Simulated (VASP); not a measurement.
# Ti6C: relaxation of the atoms with PBE

System: Ti6C, a slab with vacuum.

```
Ti C
1.0
     4.60374    0.00000    0.00000
    -2.30187    3.98696    0.00000
     0.00000    0.00000   19.99682
Ti C
6 1
Direct
  0.66667 0.33333 0.20003
  0.33333 0.66667 0.24703
  0.00000 0.00000 0.29402
  0.66667 0.33333 0.33531
  0.33333 0.66667 0.37177
  0.00000 0.00000 0.42491
  0.33333 0.66667 0.46491
```

* Program: VASP 6.6.1
* Task: relaxation of the atoms
* Functional: PBE
* Potentials or basis: VASP PAW PBE potentials, release 64 (Ti_sv, C)
* Cutoff: 520 eV
* k mesh: 6 × 6 × 1
* Occupations: gaussian, width 0.1 eV
* Spin: no spin polarisation
* Dipole correction: yes
* Atoms held fixed (from 0): [0, 1, 2, 3, 4, 5]
* Further INCAR settings: ALGO = Normal; EDIFF = 1e-07; IBRION = 2; EDIFFG = -0.025; NSW = 36
* Atoms held along some axes (from 0): atom 6 along a and b

The energy gained by relaxing is 4.5 meV/atom and the ionic steps are 3. The band gap on the k mesh is zero (bands 38 and 39 overlap by 0.03 eV).

Step by step:
```
step  energy change (eV)  largest force on free atoms (eV/Å)  pressure (GPa)
   1              0.0000                              1.1037           -1.50
   2             -0.0316                              0.0454           -1.21
   3             -0.0317                              0.0000           -1.20
```

Final structure:
```cif
data_structure
_symmetry_space_group_name_H-M 'P 1'
_symmetry_Int_Tables_number 1
_cell_length_a 4.6037
_cell_length_b 4.6037
_cell_length_c 19.9968
_cell_angle_alpha 90.000
_cell_angle_beta 90.000
_cell_angle_gamma 120.000
_cell_volume 367.04
loop_
_atom_site_label
_atom_site_type_symbol
_atom_site_fract_x
_atom_site_fract_y
_atom_site_fract_z
_atom_site_occupancy
Ti1 Ti 0.66667 0.33333 0.20003 1
Ti2 Ti 0.33333 0.66667 0.24703 1
Ti3 Ti 0.00000 0.00000 0.29402 1
Ti4 Ti 0.66667 0.33333 0.33531 1
Ti5 Ti 0.33333 0.66667 0.37177 1
Ti6 Ti 0.00000 0.00000 0.42491 1
C1 C 0.33333 0.66667 0.46215 1
```

Levels at points of the mesh, in eV from the Fermi level:
| k point | band 35 | band 36 | band 37 | band 38 | band 39 | band 40 | band 41 | band 42 |
| --- | --- | --- | --- | --- | --- | --- | --- | --- |
| (0.00, 0.00, 0.00) | -0.61 | -0.43 | -0.43 | -0.25 | -0.05 | -0.05 | 0.49 | 0.72 |
| (0.50, 0.00, 0.00) | -0.44 | -0.41 | -0.32 | -0.19 | 0.10 | 0.10 | 0.52 | 0.54 |

It took 24 min on 1 thread of Intel Xeon 8259CL, on a shared host, peak memory 0.53 GiB.
